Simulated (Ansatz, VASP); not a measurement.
**In in VASP and in Ansatz**

```
In
1.0
     3.01222    0.00000    0.00000
     0.00000    3.01222    0.00000
     0.00000    0.00000    3.01222
In
1
Direct
  0.00000 0.00000 0.00000
```

Alike in both runs: functional PBEsol; k mesh 14 × 14 × 14; occupations fermi-dirac, width 0.05 eV; no spin polarisation.

Ansatz relaxed the structure, and its values are those at the end. VASP's run is a single point on that final structure, the one shown.

|  | VASP | Ansatz |
| --- | --- | --- |
| version | VASP 6.6.1 | Ansatz 0.2.0 |
| potentials or method | VASP PAW PBE potentials, release 64 (In_d) | PAW with Ansatz's default frozen-core files, scalar-relativistic |
| plane-wave cutoff (eV) | 520 | 420 |
| valence electrons in the cell | 13 | 13 |

```csv
,VASP,Ansatz,Ansatz less VASP
pressure (GPa),0.0,0.0,+0.02
```

VASP's potentials were made for PBE, not for PBEsol.
